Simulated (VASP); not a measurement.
# GaN (Pmc2_1) in VASP: a series of runs, part 2 of 2

VASP 6.6.1. Earlier steps stand in the parts before.

### Step 3. Single point, PBE (mode 11 frozen in at -0.048 Å and mode 13 at -0.020 Å (largest displacements))

The input, INCAR:

```
PREC = Accurate ; ENCUT = 520
EDIFF = 1E-6 ; ISMEAR = 0
SIGMA = 0.05 ; LREAL = F
LASPH = T ; NELM = 100
ALGO = Normal ; ISIF = 2
LWAVE = F ; LCHARG = F
GGA = PE ; NBANDS = 46
```

The input, KPOINTS:

```
regular mesh
0
Gamma
  8 6 6
```

The input, POSCAR:

```
GaN
1.0
   -3.2185392732      0.0000000000      0.0000000000
    0.0000000000      0.0000000000     -5.2433778863
    0.0000000001     -5.5746735474      0.0000000000
Ga N
4 4
Direct
    0.5000000000      0.0033886185      0.1747072928
    0.0000000000     -0.0031638094      0.6586271504
    0.0000000000      0.4968361906      0.3413728496
    0.5000000000      0.5033886185      0.8252927072
    0.5000000000      0.6264528498      0.1680293180
    0.0000000000      0.6292965246      0.6653110494
    0.0000000000      0.1292965246      0.3346889506
    0.5000000000      0.1264528498      0.8319706820
```

Potentials or basis: VASP PAW PBE potentials, release 64 (Ga_d, N).

Started as:

```console
$ cat potpaw_PBE.64/Ga_d/POTCAR potpaw_PBE.64/N/POTCAR > POTCAR
$ mpirun -np 1 vasp_std > vasp.out
```

OUTCAR:

```text
PREC = Accurate
   ENCUT = 520
   EDIFF = 1E-6
   ISMEAR = 0
   LREAL = F
   LASPH = T
   NELM = 100
   ISIF = 2
   GGA = PE

 ion  position               nearest neighbor table
   1  0.500  0.003  0.175-   7 1.95   7 1.95   5 1.98   8 2.02
   2  0.000  0.997  0.659-   6 1.93   7 1.93   8 2.00   8 2.00
   3  0.000  0.497  0.341-   7 1.93   6 1.93   5 2.00   5 2.00
   4  0.500  0.503  0.825-   6 1.95   6 1.95   8 1.98   5 2.02
   5  0.500  0.626  0.168-   1 1.98   3 2.00   3 2.00   4 2.02
   6  0.000  0.629  0.665-   2 1.93   3 1.93   4 1.95   4 1.95
   7  0.000  0.129  0.335-   3 1.93   2 1.93   1 1.95   1 1.95
   8  0.500  0.126  0.832-   4 1.98   2 2.00   2 2.00   1 2.02

  LATTYP: Found a simple orthorhombic cell.
 ALAT       =     3.2185392732
 B/A-ratio  =     1.6291172613
 C/A-ratio  =     1.7320508076

  Lattice vectors:

 A1 = (  -3.2185392732,   0.0000000000,   0.0000000000)
 A2 = (   0.0000000000,   0.0000000000,  -5.2433778863)
 A3 = (   0.0000000001,  -5.5746735474,   0.0000000000)

Analysis of symmetry for initial positions (statically):
=====================================================================
 Subroutine PRICEL returns:
[... 188 lines left out ...]
 val. band max:        5.0595501678   @ k =   0.0000   0.0000   0.0000
 cond. band min:       6.7018211667   @ k =   0.0000   0.0000   0.0000
 fundamental gap:      1.6422709990
 Fermi energy:         5.2950209018

 k-point     1 :       0.0000    0.0000    0.0000
  band No.  band energies     occupation
      1     -10.8240      2.00000
      2     -10.1718      2.00000
      3      -9.6946      2.00000
      4      -9.6716      2.00000
      5      -8.4377      2.00000
      6      -8.4201      2.00000
[... 1165 lines left out ...]
     45      14.4905      0.00000
     46      14.6988      0.00000

 [... further k-points ...]
[... 5 lines left out ...]
  --------------------------------------------------------------------------------------
  -------------------------------------------------------------------------------------
  Total       -0.2081396     -0.1918865      1.0555719      0.0000000      0.0000000      0.0000000
  in kB       -3.5446700     -3.2678761     17.9766588      0.0000000      0.0000000      0.0000000
  external PRESSURE =       3.7213709 kB  Pullay stress =       0.0000000 kB

 VOLUME and BASIS-vectors are now :
 -----------------------------------------------------------------------------
  energy-cutoff  :      520.00
  volume of cell :       94.08
      direct lattice vectors                 reciprocal lattice vectors
    -3.218539273  0.000000000  0.000000000    -0.310699953 -0.000000000  0.000000000
     0.000000000  0.000000000 -5.243377886     0.000000000  0.000000000 -0.190716752
     0.000000000 -5.574673547  0.000000000     0.000000000 -0.179382701  0.000000000

 POSITION                                       TOTAL-FORCE (eV/Angst)
 -----------------------------------------------------------------------------------
     -1.60927     -0.97394     -0.01777        -0.000000      0.986672      0.175324
      0.00000     -3.67163     -5.22679         0.000000     -1.038040     -0.684472
      0.00000     -1.90304     -2.60510        -0.000000      1.038040     -0.684472
     -1.60927     -4.60074     -2.63946         0.000000     -0.986672      0.175324
     -1.60927     -0.93671     -3.28473         0.000000     -0.017133      0.185331
      0.00000     -3.70889     -3.29964         0.000000     -0.066088      0.323816
      0.00000     -1.86578     -0.67795        -0.000000      0.066088      0.323816
     -1.60927     -4.63796     -0.66304        -0.000000      0.017133      0.185331
 -----------------------------------------------------------------------------------
    total drift:                               -0.000000      0.000007     -0.000676

  FREE ENERGIE OF THE ION-ELECTRON SYSTEM (eV)
  ---------------------------------------------------
  free  energy   TOTEN  =       -48.5363478379 eV

  energy  without entropy=      -48.5363478379  energy(sigma->0) =      -48.53634784
```

Wall time 5.9 min (1 thread of Oxide Virtual Turin-like, shared host); peak memory 0.33 GiB.

Results:

- Free energy: -48.5363 eV
- Pressure: 0.4 GPa
- Largest force: 1.243 eV/Å
- Band gap on the k mesh: 1.64 eV

Forces in eV/Å, atoms in the order of the input:
```
Ga   0.000  0.987  0.175
Ga   0.000 -1.038 -0.684
Ga   0.000  1.038 -0.684
Ga   0.000 -0.987  0.175
N    0.000 -0.017  0.185
N    0.000 -0.066  0.324
N    0.000  0.066  0.324
N    0.000  0.017  0.185
```

Levels at points of the mesh, in eV from the valence-band top:
| k point | band 32 | band 33 | band 34 | band 35 | band 36 | band 37 | band 38 | band 39 | band 40 | band 41 |
| --- | --- | --- | --- | --- | --- | --- | --- | --- | --- | --- |
| (0.00, 0.00, 0.00) | -1.04 | -0.73 | -0.14 | -0.02 | 0.00 | 1.64 | 4.04 | 4.95 | 5.33 | 5.88 |
| (0.50, 0.00, 0.00) | -3.70 | -2.15 | -2.03 | -1.95 | -1.77 | 5.34 | 5.87 | 6.26 | 6.44 | 7.42 |
| (0.00, 0.50, 0.00) | -1.92 | -0.54 | -0.54 | -0.50 | -0.50 | 3.96 | 3.96 | 4.27 | 4.27 | 7.56 |
| (0.50, 0.50, 0.00) | -3.23 | -1.85 | -1.85 | -1.50 | -1.50 | 5.50 | 5.50 | 5.79 | 5.79 | 7.61 |
| (0.00, 0.00, 0.50) | -1.88 | -0.86 | -0.72 | -0.54 | -0.35 | 3.95 | 4.14 | 5.70 | 5.76 | 7.07 |
| (0.50, 0.00, 0.50) | -2.56 | -2.34 | -2.12 | -1.03 | -0.87 | 4.71 | 5.17 | 5.20 | 5.42 | 5.66 |
| (0.00, 0.50, 0.50) | -1.91 | -1.56 | -1.56 | -0.98 | -0.98 | 4.86 | 4.86 | 5.18 | 5.18 | 7.33 |
| (0.50, 0.50, 0.50) | -1.91 | -1.86 | -1.86 | -1.68 | -1.68 | 4.02 | 4.02 | 4.44 | 4.44 | 7.42 |

Caveat: the cell differs from its parent crystal (mode 11 frozen in at -0.048 Å and mode 13 at -0.020 Å (largest displacements)); forces of over 1 eV/Å act on the atoms, so gaps and moduli don't describe the material at rest.
